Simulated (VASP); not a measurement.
# SiO2 in VASP: further runs, part 3 of 3

VASP 6.6.1.

## (4) Single point, PBE+D3(BJ) (8.99 Å³/atom)

This run uses another cell than the first one, of 8.99 Å³/atom.

INCAR reads:

```
  PREC = Accurate
  ENCUT = 600
  EDIFF = 1E-6
  ISMEAR = 0
  SIGMA = 0.02
  LREAL = F
  LASPH = T
  NELM = 120
  ALGO = Normal
  ISIF = 2
  LWAVE = F
  LCHARG = F
  GGA = PE
  IVDW = 12
  NBANDS = 25
  GGA_COMPAT = F
```

KPOINTS reads:

```
Automatic mesh
0
Gamma
  10 10 4
```

POSCAR reads:

```
SiO2
1.0
    2.6745293631     -0.0005148612     -0.0448310865
   -1.3366445358      2.3167707053      0.0325549455
   -1.1909418152     -0.8101159753      8.7217475728
Si O
2 4
Direct
    0.8330390293      0.4165328516      0.2495919495
    0.1669609707      0.5834671484      0.7504080505
    0.4297503524      0.7148730009      0.1446225444
    0.2363874201      0.1182219886      0.3546495813
    0.5702496476      0.2851269991      0.8553774556
    0.7636125799      0.8817780114      0.6453504187
```

Potentials or basis: VASP PAW PBE potentials, release 64 (Si, O).

Started as:

```console
$ cat potpaw_PBE.64/Si/POTCAR potpaw_PBE.64/O/POTCAR > POTCAR
$ mpirun -np 1 vasp_std > vasp.out
```

OUTCAR:

```text
PREC = Accurate
   ENCUT = 600
   EDIFF = 1E-6
   ISMEAR = 0
   LREAL = F
   LASPH = T
   NELM = 120
   ISIF = 2
   GGA = PE
   IVDW = 12
 IVDW          = 12

 ion  position               nearest neighbor table
   1  0.833  0.417  0.250-   3 1.79   3 1.79   3 1.79   4 1.79   4 1.79   4 1.79
   2  0.167  0.583  0.750-   5 1.79   5 1.79   5 1.79   6 1.79   6 1.79   6 1.79
   3  0.430  0.715  0.145-   1 1.79   1 1.79   1 1.79
   4  0.236  0.118  0.355-   1 1.79   1 1.79   1 1.79
   5  0.570  0.285  0.855-   2 1.79   2 1.79   2 1.79
   6  0.764  0.882  0.645-   2 1.79   2 1.79   2 1.79

  LATTYP: Found a triclinic cell.
 ALAT       =     2.6749027908
 B/A-ratio  =     1.0000015869
 C/A-ratio  =     3.4526903964
 COS(alpha) =     0.0000287132
 COS(beta)  =     0.2895866663
 COS(gamma) =     0.4999999224

  Lattice vectors:

 A1 = (   1.3366445358,  -2.3167707053,  -0.0325549455)
 A2 = (  -1.3378848273,  -2.3162558441,   0.0122761410)
 A3 = (   2.5275863510,  -1.5066547300,  -8.7543025183)

Analysis of symmetry for initial positions (statically):
=====================================================================
 Subroutine PRICEL returns:
 Original cell was already a primitive cell.

 Routine SETGRP: Setting up the symmetry group for a
 triclinic supercell.

 Subroutine GETGRP returns: Found  2 space group operations
 (whereof  2 operations were pure point group operations)
 out of a pool of  2 trial point group operations.

The static configuration has the point symmetry S_2 .

Analysis of symmetry for dynamics (positions and initial velocities):
=====================================================================
 Subroutine PRICEL returns:
 Original cell was already a primitive cell.

 Routine SETGRP: Setting up the symmetry group for a
 triclinic supercell.

 Subroutine GETGRP returns: Found  2 space group operations
 (whereof  2 operations were pure point group operations)
 out of a pool of  2 trial point group operations.

The dynamic configuration has the point symmetry S_2 .

 Subroutine INISYM returns: Found  2 space group operations
 (whereof  2 operations are pure point group operations),
 and found     1 'primitive' translations

----------------------------------------------------------------------------------------

                                     Primitive cell

  volume of cell :      53.9346

  direct lattice vectors                    reciprocal lattice vectors
     2.674529363 -0.000514861 -0.044831086     0.375133070  0.215429412  0.071233943
    -1.336644536  2.316770705  0.032554946     0.000756636  0.431507172  0.040183686
    -1.190941815 -0.810115975  8.721747573     0.001925416 -0.000503312  0.114872084

  length of vectors
     2.674905121  2.674902791  8.839881844     0.438416385  0.433374827  0.114889321

  position of ions in fractional coordinates (direct lattice)
     0.833039029  0.416532852  0.249591950
     0.166960971  0.583467148  0.750408050
     0.429750352  0.714873001  0.144622544
     0.236387420  0.118221989  0.354649581
     0.570249648  0.285126999  0.855377456
     0.763612580  0.881778011  0.645350419
[... 55 lines left out ...]

 Found    204 irreducible k-points:

 Following reciprocal coordinates:
            Coordinates               Weight
  0.000000  0.000000  0.000000      1.000000
  0.100000  0.000000 -0.000000      2.000000
  0.200000  0.000000 -0.000000      2.000000
  0.300000  0.000000  0.000000      2.000000
  0.400000  0.000000  0.000000      2.000000
  0.500000  0.000000  0.000000      1.000000
[... 16 lines left out ...]
 -0.400000  0.200000  0.000000      2.000000
 -0.300000  0.200000 -0.000000      2.000000
 [... further k-points ...]
   k-points           NKPTS =    204   k-points in BZ     NKDIM =    204   number of bands    NBANDS=     25
   number of dos      NEDOS =    301   number of ions     NIONS =      6
   total plane-waves  NPLWV =  41472
   dimension x,y,z NGX =    24 NGY =   24 NGZ =   72
   dimension x,y,z NGXF=    48 NGYF=   48 NGZF=  144
   ions per type =               2   4
   NGX,Y,Z   is equivalent  to a cutoff of  14.92, 14.92, 13.54 a.u.
   NGXF,Y,Z  is equivalent  to a cutoff of  29.83, 29.83, 27.08 a.u.
 SYSTEM =  unknown system
   PREC   = accura    normal or accurate (medium, high low for compatibility)
   ISTART =      0    job   : 0-new  1-cont  2-samecut
   ICHARG =      2    charge: 1-file 2-atom 10-const
   ISPIN  =      1    spin polarized calculation?
   LNONCOLLINEAR =      F non collinear calculations
   LSORBIT =      F    spin-orbit coupling
   LASPH  =      T    aspherical Exc in radial PAW
   ENCUT  =  600.0 eV  44.10 Ry    6.64 a.u.   5.34  5.34 17.66*2*pi/ulx,y,z
   NELM   =    120;   NELMIN=  2; NELMDL= -5     # of ELM steps
   EDIFF  = 0.1E-05   stopping-criterion for ELM
   LREAL  =      F    real-space projection
   EDIFFG = 0.1E-04   stopping-criterion for IOM
   NSW    =      0    number of steps for IOM
   IBRION =     -1    ionic relax: 0-MD 1-quasi-New 2-CG
   NFREE  =      0    steps in history (QN), initial steepest desc. (CG)
   ISIF   =      2    stress and relaxation
   ISYM   =      2    0-nonsym 1-usesym 2-fastsym
   POTIM  = 0.5000    time-step for ionic-motion
   TEBEG  =    0.0;   TEEND  =   0.0 temperature during run
   PSTRESS=    0.0 pullay stress
   NELECT =      32.0000    total number of electrons
   NUPDOWN=      -1.0000    fix difference up-down
   EMIN   =  10.00;   EMAX   =-10.00  energy-range for DOS
   EFERMI =   0.00;   METHOD = LEGACY
   ISMEAR =     0;   SIGMA  =   0.02  broadening in eV -4-tet -1-fermi 0-gaus
   EFERMI_NEDOS =   21; number of points for ismear=-14 and -15
   IALGO  =     38    algorithm
   IMIX   =      4    mixing-type and parameters
     AMIX     =   0.40;   BMIX     =  1.00
     AMIX_MAG =   1.60;   BMIX_MAG =  1.00
  volume/ion in A,a.u.               =       8.99        60.66
  Fermi-wavevector in a.u.,A,eV,Ry     =   1.375632  2.599567 25.747166  1.892363
  Thomas-Fermi vector in A             =   2.500950
   LORBIT       =      0    0 simple, 1 ext, 2 COOP (PROOUT), +10 PAW based schemes
   GGA     = PE    functional components
   LHFCALC =     F    Hartree Fock is set to
   AEXX    =    0.0000 exact exchange contribution
   IVDW    =    12    specifies the selected vdW correction
   LEPSILON=     F    determine dielectric tensor
   LRPA    =     F    only Hartree local field effects (RPA)
 non-spin polarized calculation
 Gauss-broadening in eV      SIGMA  =   0.02
  energy-cutoff  :      600.00
  volume of cell :       53.93
 maximum number of plane-waves:      1841
 NGX is ok and might be reduce to    24
   NGX = 11   NGY = 11   NGZ = 35

 number of electron      31.9999995 magnetization

 Free energy of the ion-electron system (eV)
  ---------------------------------------------------
  ext. energy  EPLUGINS =         0.00000000
  ---------------------------------------------------
  free energy    TOTEN  =       -45.34858851 eV

  energy without entropy =      -45.34858851  energy(sigma->0) =      -45.34858851

 E-fermi :   5.2983     XC(G=0): -11.1930

 val. band max:        5.1338948590   @ k =  -0.1000   0.2000  -0.0000
 cond. band min:      11.3144943450   @ k =   0.0000   0.0000   0.0000
 fundamental gap:      6.1805994859
 Fermi energy:         5.2982753277

 k-point     1 :       0.0000    0.0000    0.0000
  band No.  band energies     occupation
      1     -16.6813      2.00000
      2     -16.5550      2.00000
      3     -12.9390      2.00000
      4     -12.6349      2.00000
      5      -0.6666      2.00000
      6       0.7871      2.00000
[... 661 lines left out ...]
     24      18.7226      0.00000
     25      19.7909      0.00000

 [... further k-points ...]

------------------------ aborting loop because EDIFF is reached ----------------------------------------

 Edisp (eV)   -1.20380

 E8    (eV) :    -0.4051

  FORCE on cell =-STRESS in cart. coord.  units (eV):
  Direction    XX          YY          ZZ          XY          YZ          ZX
  --------------------------------------------------------------------------------------
  -------------------------------------------------------------------------------------
  Total       1.39923     1.39938     1.05762    -0.00013     0.00159    -0.00593
  in kB      41.56531    41.56996    31.41743    -0.00373     0.04719    -0.17614
  external pressure =       38.18 kB  Pullay stress =        0.00 kB

 VOLUME and BASIS-vectors are now :
 -----------------------------------------------------------------------------
  energy-cutoff  :      600.00
  volume of cell :       53.93
      direct lattice vectors                 reciprocal lattice vectors
     2.674529363 -0.000514861 -0.044831086     0.375133070  0.215429412  0.071233943
    -1.336644536  2.316770705  0.032554946     0.000756636  0.431507172  0.040183686
    -1.190941815 -0.810115975  8.721747573     0.001925416 -0.000503312  0.114872084

 POSITION                                       TOTAL-FORCE (eV/Angst)
 -----------------------------------------------------------------------------------
      1.37398      0.76238      2.15309         0.000007      0.000002     -0.000494
     -1.22704      0.74376      6.55638        -0.000007     -0.000002      0.000494
      0.02161      1.53881      1.26537        -0.000124      0.000087     -0.010102
      0.05184     -0.01354      3.08642         0.000184     -0.000062      0.010264
      0.12533     -0.03267      7.44410         0.000124     -0.000087      0.010102
      0.09511      1.51968      5.62306        -0.000184      0.000062     -0.010264
 -----------------------------------------------------------------------------------
    total drift:                                0.000000     -0.000000      0.000000

  FREE ENERGIE OF THE ION-ELECTRON SYSTEM (eV)
  ---------------------------------------------------
  free  energy   TOTEN  =       -46.5523897198 eV

  energy  without entropy=      -46.5523897198  energy(sigma->0) =      -46.55238972
```

OSZICAR:

```text
N       E                     dE             d eps       ncg     rms          rms(c)
DAV:   1     0.163049121181E+03    0.16305E+03   -0.19065E+04 10208   0.138E+03
DAV:   2    -0.407283682212E+02   -0.20378E+03   -0.19477E+03 12967   0.294E+02
DAV:   3    -0.494850242195E+02   -0.87567E+01   -0.87115E+01 13679   0.592E+01
DAV:   4    -0.495604074553E+02   -0.75383E-01   -0.75350E-01 12411   0.622E+00
DAV:   5    -0.495612015648E+02   -0.79411E-03   -0.79392E-03 13678   0.617E-01    0.168E+01
DAV:   6    -0.453139161157E+02    0.42473E+01   -0.11860E+01 13187   0.235E+01    0.781E+00
DAV:   7    -0.453375344079E+02   -0.23618E-01   -0.71399E-01 13075   0.502E+00    0.292E+00
DAV:   8    -0.453423476167E+02   -0.48132E-02   -0.24653E-02 12909   0.143E+00    0.110E+00
DAV:   9    -0.453482622470E+02   -0.59146E-02   -0.11157E-02 13044   0.877E-01    0.249E-01
DAV:  10    -0.453486149190E+02   -0.35267E-03   -0.10278E-03 13338   0.220E-01    0.625E-02
DAV:  11    -0.453485848517E+02    0.30067E-04   -0.21607E-04 13082   0.110E-01    0.109E-02
DAV:  12    -0.453485880386E+02   -0.31869E-05   -0.12577E-05 13122   0.243E-02    0.662E-03
DAV:  13    -0.453485885076E+02   -0.46905E-06   -0.14856E-06 10245   0.858E-03
   1 F= -.46552390E+02 E0= -.46552390E+02  d E =-.259307E-33
```

stdout:

```text
POSCAR found type information on POSCAR SiO
 POSCAR found :  2 types and       6 ions
 scaLAPACK will be used
 -----------------------------------------------------------------------------
|                                                                             |
|           W    W    AA    RRRRR   N    N  II  N    N   GGGG   !!!           |
[... 37 lines left out ...]
|     Results are often still useful ...                                      |
|                                                                             |
 -----------------------------------------------------------------------------

 POSCAR, INCAR and KPOINTS ok, starting setup
 FFT: planning ... GRIDC
 FFT: planning ... GRID_SOFT
 FFT: planning ... GRID
 WAVECAR not read
 entering main loop
```

It took 10 min on 1 thread of Oxide Virtual Turin-like, shared host; peak memory 0.34 GiB.

Results:

```
Free energy                : -46.5524 eV
Pressure                   : 3.8 GPa
Largest force              : 0.010 eV/Å
Band gap on the k mesh     : 6.18 eV (least direct gap 6.35 eV)
Dispersion energy per atom : -0.201 eV
```

Forces in eV/Å, atoms in the order of the input:
```
Si   0.000  0.000  0.000
Si   0.000  0.000  0.000
O    0.000  0.000 -0.010
O    0.000  0.000  0.010
O    0.000  0.000  0.010
O    0.000  0.000 -0.010
```

Levels at points of the mesh, in eV from the valence-band top:
```
           k point  band 12  band 13  band 14  band 15  band 16  band 17  band 18  band 19  band 20  band 21
(0.00, 0.00, 0.00)    -1.42    -1.42    -1.37    -1.37    -0.17     6.18     7.21     8.07     8.22    13.14
(0.50, 0.00, 0.00)    -2.10    -1.93    -1.77    -1.61    -1.15     7.54     7.86     9.97    10.09    12.12
(0.00, 0.50, 0.00)    -2.03    -1.85    -1.85    -1.51    -1.14     7.64     7.76     9.77    10.35    12.19
(0.50, 0.50, 0.00)    -2.03    -1.85    -1.85    -1.51    -1.14     7.64     7.76     9.77    10.35    12.19
(0.00, 0.00, 0.50)    -1.40    -1.39    -1.39    -0.97    -0.95     6.68     6.72     8.10     8.19    13.09
(0.50, 0.00, 0.50)    -2.03    -1.85    -1.85    -1.51    -1.14     7.64     7.76     9.77    10.35    12.18
(0.00, 0.50, 0.50)    -2.10    -1.93    -1.77    -1.61    -1.15     7.54     7.86     9.97    10.09    12.12
(0.50, 0.50, 0.50)    -2.10    -1.93    -1.77    -1.61    -1.15     7.54     7.86     9.97    10.09    12.12
```

Caveat: the cell stands under pressure. A k mesh can miss the band edges.

## (5) Single point, PBE+D3(BJ) (9.28 Å³/atom)

This run uses another cell than the first one, of 9.28 Å³/atom.

INCAR reads:

```
SYSTEM = SiO2
PREC = Accurate ; ENCUT = 600
EDIFF = 1E-6 ; ISMEAR = 0
SIGMA = 0.02 ; LREAL = .FALSE.
LASPH = .TRUE. ; NELM = 120
ALGO = Normal ; ISIF = 2
LWAVE = .FALSE. ; LCHARG = .FALSE.
GGA = PE ; IVDW = 12
NBANDS = 25 ; GGA_COMPAT = .FALSE.
```

KPOINTS reads:

```
Automatic mesh
0
G
  10 10 4
  0 0 0
```

POSCAR reads:

```
SiO2
1.0
    2.6814745064     -0.0005299861     -0.0440160428
   -1.3401271227      2.3227800088      0.0319821353
   -1.1875007575     -0.8138439991      8.9527375775
Si O
2 4
Direct
    0.8329129727      0.4165103581      0.2494577713
    0.1670870273      0.5834896419      0.7505422287
    0.4315771286      0.7156629532      0.1471161883
    0.2342976693      0.1173789670      0.3518671557
    0.5684228714      0.2843370468      0.8528838117
    0.7657023307      0.8826210330      0.6481328443
```

Started as:

```console
$ cat potpaw_PBE.64/Si/POTCAR potpaw_PBE.64/O/POTCAR > POTCAR
$ mpirun -np 1 vasp_std > vasp.out
```

Run time: 7.6 min. Hardware: 1 thread of Oxide Virtual Turin-like, shared host; peak memory 0.36 GiB.

It converged, with:

| Property | Result |
| --- | --- |
| Free energy | -46.5806 eV |
| Pressure | 1.7 GPa |
| Largest force | 0.010 eV/Å |
| Band gap on the k mesh | 6.14 eV (least direct gap 6.36 eV) |
| Dispersion energy per atom | -0.194 eV |

Forces in eV/Å, atoms in the order of the input:
```
Si   0.000  0.000  0.000
Si   0.000  0.000  0.000
O    0.000  0.000 -0.010
O    0.000  0.000  0.010
O    0.000  0.000  0.010
O    0.000  0.000 -0.010
```

Stress tensor (GPa, compression positive):
```
 2.00  0.00 -0.02
 0.00  2.00  0.01
-0.02  0.01  1.03
```

Levels at points of the mesh, in eV from the valence-band top:
```tsv
k point	band 13	band 14	band 15	band 16	band 17	band 18	band 19	band 20
(0.00, 0.00, 0.00)	-1.34	-1.30	-1.30	-0.21	6.14	7.13	8.11	8.21
(0.50, 0.00, 0.00)	-1.82	-1.71	-1.48	-1.10	7.59	7.84	9.98	10.13
(0.00, 0.50, 0.00)	-1.77	-1.76	-1.42	-1.09	7.66	7.77	9.81	10.34
(0.50, 0.50, 0.00)	-1.77	-1.76	-1.42	-1.09	7.66	7.77	9.81	10.34
(0.00, 0.00, 0.50)	-1.32	-1.32	-0.93	-0.91	6.62	6.64	8.13	8.20
(0.50, 0.00, 0.50)	-1.77	-1.76	-1.42	-1.09	7.66	7.77	9.81	10.34
(0.00, 0.50, 0.50)	-1.82	-1.71	-1.49	-1.10	7.59	7.84	9.98	10.13
(0.50, 0.50, 0.50)	-1.82	-1.71	-1.49	-1.10	7.59	7.84	9.98	10.13
```

A k mesh can miss the band edges.

## (6) The runs side by side

| cell | gap on the mesh (eV) | pressure (GPa) | largest force (eV/Å) |
| --- | --- | --- | --- |
| a = 2.654, b = 2.654, c = 8.415 Å, angles 90.0, 99.1, 120.0°, 6 atoms, atomic positions A | 6.34 | 11.0 | 0.01 |
| a = 2.666, b = 2.666, c = 8.622 Å, angles 90.0, 98.9, 120.0°, 6 atoms, atomic positions B | 6.25 | 6.9 | 0.01 |
| a = 2.675, b = 2.675, c = 8.840 Å, angles 90.0, 98.7, 120.0°, 6 atoms, atomic positions C | 6.18 | 3.8 | 0.01 |
| a = 2.682, b = 2.682, c = 9.068 Å, angles 90.0, 98.5, 120.0°, 6 atoms, atomic positions D | 6.14 | 1.7 | 0.01 |

Alike in all rows: task single point; level PBE+D3(BJ); potentials or basis VASP PAW PBE potentials, release 64 (Si, O); no spin polarisation; k mesh 10 × 10 × 4; cutoff (eV) 600; smearing gaussian 0.02 eV.

Caveats: the cell stands under pressure (at least some runs).

Total energies depend on the potentials used, so only differences within one code and one set of settings carry meaning.
